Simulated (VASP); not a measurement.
# SrLi8Nb7O23 (a cell with a defect) in VASP: notebook, part 2 of 2

VASP 6.6.1. Earlier steps stand in the parts before.

## Step 4: Single point, PBE

INCAR

```
PREC     = Accurate       # precision mode
ENCUT    = 520            # plane-wave cutoff, eV
EDIFF    = 1E-7           # SCF threshold, eV
ISMEAR   = 0              # smearing method
SIGMA    = 0.01           # smearing width, eV
LREAL    = Auto         
LASPH    = True           # aspherical terms in the spheres
NELM     = 100            # most SCF steps
ALGO     = Normal         # electronic algorithm
ISIF     = 2              # what is computed and relaxed
LWAVE    = False          # write WAVECAR
LCHARG   = True           # write CHGCAR
GGA      = PE             # functional
LELF     = True           # ELF
LVHAR    = True         
NELECT   = 264.0        
NBANDS   = 156            # bands
```

KPOINTS

```
Automatic mesh
0
Gamma
  1 1 1
  0.25 0.25 0.25
```

POSCAR

```
SrLi8Nb7O23
1.0
    2.5949501352      1.4981951591      4.6722232478
   -5.1899002704      2.9963903182      9.3444464955
    0.0000000000     -5.9927806363      9.3444464955
Li Nb O Sr
8 7 23 1
Direct
    0.7132003043      0.3568501225      0.3634358691
    0.1746457422      0.1147882751      0.1361912699
    0.7131600125      0.3594960515      0.8594169554
    0.2226826769      0.1135451857      0.6104624170
    0.7168497145      0.8511526419      0.3706197540
    0.2155364645      0.6080628872      0.1154661388
    0.7719390934      0.8181912290      0.8533711254
    0.2066664426      0.5965424685      0.6153436342
    0.9824405904      0.4931419530      0.5134184778
    0.4979187882      0.2483799467      0.2516088020
    0.9969020429      0.4965454369      1.0075381706
    0.9888475266      1.0113479794      0.5030679110
    0.5077788529      0.7441924782      0.2571334395
    0.9814203844      0.9867523067      1.0182006797
    0.5005436911      0.7495499430      0.7515730889
    0.2779827827      0.3200370914      0.4431294696
    0.6355058637      0.4455131041      0.1411953544
    0.8712445090      0.1408399512      0.3244447683
    0.4196955686      0.0616271243      0.3759067684
    0.8024797673      0.1959643912      0.0681234099
    0.1345507886      0.3920233671      0.2002506208
    0.2802160286      0.3141319805      0.9701280340
    0.6201639915      0.4550798590      0.6286602547
    1.0298838782      0.1340596021      0.8178829004
    0.8471667889      0.1889575467      0.5411798475
    0.0771456711      0.4227161268      0.6837686521
    0.2832840973      0.8332879712      0.4264931238
    0.6042062809      0.9712347772      0.0941693045
    0.8757389534      0.6595035722      0.3100205422
    0.3834320217      0.5757250757      0.3810511507
    0.7792509041      0.6950272502      0.0688010600
    0.1376655952      0.8981863098      0.1839666655
    0.2865577307      0.8153461023      0.9512278383
    0.6410088428      0.9444853615      0.6505461794
    0.8945392947      0.6343751513      0.8212375940
    0.3896054523      0.5721879556      0.8892548426
    0.7572459286      0.7103898376      0.5661188592
    0.1312735808      0.8914700963      0.7032904925
    0.4759400664      0.2181436819      0.7758237048
```

Command:

```bash
$ cat potpaw_PBE.64/Li_sv/POTCAR potpaw_PBE.64/Nb_sv/POTCAR potpaw_PBE.64/O/POTCAR potpaw_PBE.64/Sr_sv/POTCAR > POTCAR
$ mpirun -np 1 vasp_std > vasp.out
```

Wall time 5.6 min (1 thread of Intel Xeon Platinum 8259CL at 2.50GHz (Skylake/Cascade Lake), shared host); peak memory 0.64 GiB.

Results (log left out):

* Free energy: -296.8817 eV
* Largest force: 0.085 eV/Å

Forces on the atoms (eV/Å):
```
Li  -0.007  0.008 -0.008
Li   0.002  0.012 -0.009
Li  -0.004 -0.007 -0.005
Li   0.006 -0.002 -0.005
Li   0.006  0.011 -0.007
Li   0.001  0.002 -0.003
Li  -0.014  0.004  0.005
Li  -0.009  0.004  0.001
Nb  -0.008  0.061  0.016
Nb   0.010  0.032  0.042
Nb  -0.021  0.001  0.029
Nb   0.023  0.012 -0.011
Nb  -0.036  0.025  0.016
Nb   0.028 -0.022  0.036
Nb   0.001  0.013  0.054
O   -0.014 -0.002 -0.002
O    0.014  0.000 -0.011
O   -0.009 -0.031  0.000
O   -0.013 -0.019 -0.010
O   -0.007 -0.014 -0.011
O   -0.002  0.010 -0.010
O   -0.014 -0.025  0.031
O   -0.004  0.006  0.011
O   -0.004  0.025  0.003
O    0.027  0.052 -0.006
O   -0.045  0.014 -0.013
O    0.008  0.010 -0.010
O    0.011 -0.017 -0.011
O    0.003 -0.026  0.005
O    0.000 -0.030 -0.019
O    0.011 -0.013 -0.006
O    0.006  0.012 -0.010
O   -0.011  0.003 -0.010
O    0.008 -0.003 -0.004
O    0.005 -0.015 -0.020
O   -0.005 -0.015 -0.014
O    0.020 -0.013 -0.017
O   -0.006  0.011 -0.009
Sr   0.044 -0.072 -0.007
```

Levels at points of the mesh, in eV from the Fermi level:
```
           k point  band 129  band 130  band 131  band 132  band 133  band 134  band 135  band 136
(0.25, 0.25, 0.25)     -0.41     -0.36     -0.28     -0.20      3.23      3.35      3.46      3.61
```

Caveat: the k points lie up to 1.14 Å⁻¹ apart, too coarse for converged energies, forces and pressures; the cell carries a net charge on a neutralising background, which shifts energy and pressure; the cell is charged against a uniform background, so pressure and absolute levels hang on convention; the cutoff is under 1.25 times the usual one of these potentials, so pressure, stress and relaxed cells hold a basis-set (Pulay) error.

## Step 5: Single point, PBE

INCAR

```
SYSTEM = SrLi8Nb7O23
PREC = Accurate
ENCUT = 520
EDIFF = 1E-6
ISMEAR = 0
SIGMA = 0.01
LREAL = Auto
LASPH = .TRUE.
NELM = 80
ALGO = Normal
ISIF = 2
LWAVE = .FALSE.
LCHARG = .FALSE.
GGA = PE
NBANDS = 156
NELECT = 262.0
```

KPOINTS is that of step 4.

POSCAR

```
SrLi8Nb7O23
1.0
    2.5949501352      1.4981951591      4.6722232478
   -5.1899002704      2.9963903182      9.3444464955
    0.0000000000     -5.9927806363      9.3444464955
Li Nb O Sr
8 7 23 1
Direct
    0.7125640404      0.3551516686      0.3685496017
    0.1954461445      0.1431771685      0.1256867043
    0.6504729139      0.3757060497      0.9080611978
    0.2519637740      0.1063721075      0.5997234124
    0.7092554818      0.8422425803      0.3865575287
    0.2152420033      0.6049406325      0.1144906298
    0.7719219595      0.8272772457      0.8493303042
    0.1946120631      0.6381463939      0.6016726666
    0.9540442444      0.4975682893      0.5036266399
    0.4935153221      0.2501955609      0.2588603575
    0.9852972551      0.5051270953      1.0086153423
    1.0010345339      1.0143036508      0.4937475873
    0.4858031551      0.7415692755      0.2596251043
    0.9687519703      1.0006112374      1.0259801297
    0.5040441153      0.7517903726      0.7532797691
    0.2821513238      0.3174642013      0.4434342030
    0.6364948605      0.4459506108      0.1372745328
    0.8844109365      0.1459414552      0.3167117181
    0.4317270499      0.0600369362      0.3728236643
    0.8232436372      0.1913226396      0.0655363359
    0.1406577060      0.3883439505      0.2014083289
    0.2959791009      0.3291648322      0.9621014406
    0.5907126608      0.4682825216      0.6048192064
    1.0750567204      0.1628209524      0.7877534828
    0.8518061093      0.1817041901      0.5460835732
    0.0126468959      0.3307923070      0.7380815629
    0.3096921727      0.8288343025      0.4183018260
    0.6100045955      0.9838003001      0.0777704310
    0.8839432144      0.6426639538      0.3110166632
    0.3740177769      0.5707400088      0.3859841267
    0.7665012342      0.7004913435      0.0692813542
    0.1072564858      0.8805029702      0.1988759779
    0.2874649903      0.8567014683      0.9218797513
    0.6698955579      0.9361362227      0.6279480530
    0.8955185587      0.6383461087      0.8204990713
    0.3686903146      0.5846962048      0.9063129559
    0.7940094983      0.6646926919      0.5877303555
    0.1598927617      0.8826787065      0.6890573042
    0.4917188976      0.2257070046      0.7756588789
```

Potentials or basis: VASP PAW PBE potentials, release 64 (Li_sv, Nb_sv, O, Sr_sv).

Command:

```bash
$ cat potpaw_PBE.64/Li_sv/POTCAR potpaw_PBE.64/Nb_sv/POTCAR potpaw_PBE.64/O/POTCAR potpaw_PBE.64/Sr_sv/POTCAR > POTCAR
$ mpirun -np 1 vasp_std > vasp.out
```

OUTCAR:

```text
SYSTEM = SrLi8Nb7O23
   PREC = Accurate
   ENCUT = 520
   EDIFF = 1E-6
   ISMEAR = 0
   LREAL = Auto
   LASPH = .TRUE.
   NELM = 80
   ISIF = 2
   GGA = PE
   NELECT = 262.0

 ion  position               nearest neighbor table
   1  0.713  0.355  0.369-  25 1.99  30 2.08  21 2.12  18 2.24  16 2.25  39 3.53
   2  0.195  0.143  0.126-  18 1.84  28 1.95  22 1.95  20 2.22  39 3.02
   3  0.650  0.376  0.908-  26 1.87  36 1.93  20 1.95  22 1.99  39 3.40  39 3.61
   4  0.252  0.106  0.600-  16 2.02  24 2.05  34 2.07  25 2.20  39 3.27
   5  0.709  0.842  0.387-  19 1.97  37 2.07  32 2.07  27 2.12
   6  0.215  0.605  0.114-  29 1.99  17 2.04  36 2.07  21 2.22
   7  0.772  0.827  0.849-  35 1.96  31 2.01  38 2.03  33 2.20  11 2.79  39 3.50
   8  0.195  0.638  0.602-  23 1.93  35 2.03  27 2.06  37 2.16  39 3.54
   9  0.954  0.498  0.504-  23 1.79  29 1.92  16 1.95  37 2.06  26 2.27  30 2.30  39 3.81
  10  0.494  0.250  0.259-  19 1.87  21 1.88  16 2.04  20 2.05  18 2.09  17 2.15
  11  0.985  0.505  0.009-  22 1.84  17 1.87  35 1.91  31 2.10  21 2.17  36 2.21   7 2.79  39 3.90

  12  0.001  0.014  0.494-  25 1.85  18 1.88  34 1.90  27 2.06  38 2.18  19 2.18  39 3.76
  13  0.486  0.742  0.260-  30 1.82  31 1.92  27 1.98  32 2.01  29 2.10  28 2.49
  14  0.969  0.001  0.026-  28 1.83  33 1.90  32 1.92  20 2.01  24 2.16  39 3.70  39 3.74
  15  0.504  0.752  0.753-  36 1.86  38 1.87  37 1.95  34 2.11  35 2.13  33 2.16
  16  0.282  0.317  0.443-   9 1.95   4 2.02  10 2.04   1 2.25
  17  0.636  0.446  0.137-  11 1.87   6 2.04  10 2.15
  18  0.884  0.146  0.317-   2 1.84  12 1.88  10 2.09   1 2.24
  19  0.432  0.060  0.373-  10 1.87   5 1.97  12 2.18
  20  0.823  0.191  0.066-   3 1.95  14 2.01  10 2.05   2 2.22  39 3.32
  21  0.141  0.388  0.201-  10 1.88   1 2.12  11 2.17   6 2.22
  22  0.296  0.329  0.962-  11 1.84   2 1.95   3 1.99  39 2.35
  23  0.591  0.468  0.605-   9 1.79   8 1.93  39 2.43
  24  0.075  0.163  0.788-  26 1.49   4 2.05  14 2.16  39 2.69  39 2.97
  25  0.852  0.182  0.546-  12 1.85   1 1.99   4 2.20  39 2.30
  26  0.013  0.331  0.738-  24 1.49   3 1.87   9 2.27  39 2.41  39 3.43
  27  0.310  0.829  0.418-  13 1.98  12 2.06   8 2.06   5 2.12
  28  0.610  0.984  0.078-  14 1.83   2 1.95  13 2.49  39 3.04
  29  0.884  0.643  0.311-   9 1.92   6 1.99  13 2.10
  30  0.374  0.571  0.386-  13 1.82   1 2.08   9 2.30
  31  0.767  0.700  0.069-  13 1.92   7 2.01  11 2.10
  32  0.107  0.881  0.199-  14 1.92  13 2.01   5 2.07
  33  0.287  0.857  0.922-  14 1.90  15 2.16   7 2.20
  34  0.670  0.936  0.628-  12 1.90   4 2.07  15 2.11
  35  0.896  0.638  0.820-  11 1.91   7 1.96   8 2.03  15 2.13
[... 231 lines left out ...]
   NGX = 21   NGY = 41   NGZ = 41

 number of electron     262.0000009 magnetization

 Free energy of the ion-electron system (eV)
  ---------------------------------------------------
  ext. energy  EPLUGINS =         0.00000000
  ---------------------------------------------------
  free energy    TOTEN  =      -304.52602665 eV

  energy without entropy =     -304.52602665  energy(sigma->0) =     -304.52602665

 E-fermi :   3.6031     XC(G=0): -10.4529

 val. band max:        3.4804796188   @ k =   0.2500   0.2500   0.2500
 cond. band min:       6.4275460416   @ k =   0.2500   0.2500   0.2500
 fundamental gap:      2.9470664228
 Fermi energy:         3.6030635220

 k-point     1 :       0.2500    0.2500    0.2500
  band No.  band energies     occupation
      1     -51.2828      2.00000
      2     -51.2728      2.00000
      3     -51.2356      2.00000
      4     -51.1762      2.00000
      5     -51.1150      2.00000
      6     -50.9353      2.00000
[... 135 lines left out ...]
    142       7.6582      0.00000
    143       7.7126      0.00000
 [bands above 143 left out]

------------------------ aborting loop because EDIFF is reached ----------------------------------------

  FORCE on cell =-STRESS in cart. coord.  units (eV):
  Direction    XX          YY          ZZ          XY          YZ          ZX
  --------------------------------------------------------------------------------------
  -------------------------------------------------------------------------------------
  Total       -3.7973077      1.7881471     -2.3069128      0.5625460     -2.0043328      0.6914716
  in kB      -13.9557809      6.5717584     -8.4783147      2.0674565     -7.3662794      2.5412812
  external PRESSURE =      -5.2874458 kB  Pullay stress =       0.0000000 kB

 VOLUME and BASIS-vectors are now :
 -----------------------------------------------------------------------------
  energy-cutoff  :      520.00
  volume of cell :      435.95
      direct lattice vectors                 reciprocal lattice vectors
     2.594950135  1.498195159  4.672223248     0.192681930  0.111244964  0.071343623
    -5.189900270  2.996390318  9.344446495    -0.096340965  0.055622482  0.035671811
     0.000000000 -5.992780636  9.344446495    -0.000000000 -0.111244964  0.035671811

 POSITION                                       TOTAL-FORCE (eV/Angst)
 -----------------------------------------------------------------------------------
      0.00587     -0.07690     10.09185        -0.004527      0.004112     -0.001435
     -0.23590     -0.03138      3.42555         0.000936      0.017613     -0.006007
     -0.26193     -3.34151     15.03525        -0.008847     -0.013083      0.004487
      0.10177     -2.89779      7.77530         0.002974     -0.001545     -0.002062
     -2.53067      1.26974     14.79626        -0.001261      0.002208     -0.003442
     -2.58104      1.44900      7.72835         0.001869      0.000380     -0.011814
[... 31 lines left out ...]
     -4.16610     -1.24497     15.43406        -0.000994      0.014366     -0.008023
      0.10459     -3.23536     11.65463         0.030958     -0.056260      0.006610
 -----------------------------------------------------------------------------------
    total drift:                                0.008006     -0.007846     -0.002613

  FREE ENERGIE OF THE ION-ELECTRON SYSTEM (eV)
  ---------------------------------------------------
  free  energy   TOTEN  =      -304.5260266473 eV

  energy  without entropy=     -304.5260266473  energy(sigma->0) =     -304.52602665
```

Run time: 5.5 min. Hardware: 1 thread of Intel Xeon Platinum 8259CL at 2.50GHz (Skylake/Cascade Lake), shared host; peak memory 0.65 GiB.

What came out:

```
Free energy   : -304.5260 eV
Largest force : 0.192 eV/Å
```

Forces on the atoms (eV/Å):
```
Li  -0.005  0.004 -0.001
Li   0.001  0.018 -0.006
Li  -0.009 -0.013  0.004
Li   0.003 -0.002 -0.002
Li  -0.001  0.002 -0.003
Li   0.002  0.000 -0.012
Li  -0.016  0.007  0.006
Li  -0.011  0.000 -0.002
Nb   0.034  0.037  0.062
Nb   0.009  0.025  0.040
Nb  -0.002 -0.001  0.045
Nb   0.036  0.026  0.005
Nb  -0.038  0.038  0.023
Nb   0.006  0.019  0.034
Nb   0.013  0.010  0.023
O   -0.009  0.010 -0.012
O    0.009 -0.017 -0.017
O   -0.018 -0.036 -0.007
O   -0.012 -0.010 -0.011
O    0.004 -0.022 -0.002
O    0.007  0.005 -0.007
O   -0.028 -0.020  0.034
O   -0.022  0.002 -0.011
O    0.125 -0.099 -0.103
O    0.023  0.048 -0.021
O   -0.148  0.107  0.056
O   -0.008  0.001 -0.008
O    0.007 -0.028 -0.019
O   -0.003 -0.016  0.000
O    0.004 -0.028 -0.021
O    0.016 -0.007 -0.009
O    0.015  0.005  0.001
O   -0.002  0.008 -0.007
O    0.007 -0.020 -0.012
O   -0.005 -0.008 -0.016
O   -0.021  0.005 -0.008
O    0.005 -0.009 -0.015
O   -0.001  0.014 -0.008
Sr   0.031 -0.056  0.007
```

Levels at points of the mesh, in eV from the Fermi level:
```tsv
k point	band 129	band 130	band 131	band 132	band 133	band 134
(0.25, 0.25, 0.25)	-0.53	-0.46	-0.12	2.82	2.95	3.22
```

Caveat: the k points lie up to 1.14 Å⁻¹ apart, too coarse for converged energies, forces and pressures; the cell carries a net charge on a neutralising background, which shifts energy and pressure; the cell is charged against a uniform background, so pressure and absolute levels hang on convention; the cutoff is under 1.25 times the usual one of these potentials, so pressure, stress and relaxed cells hold a basis-set (Pulay) error.
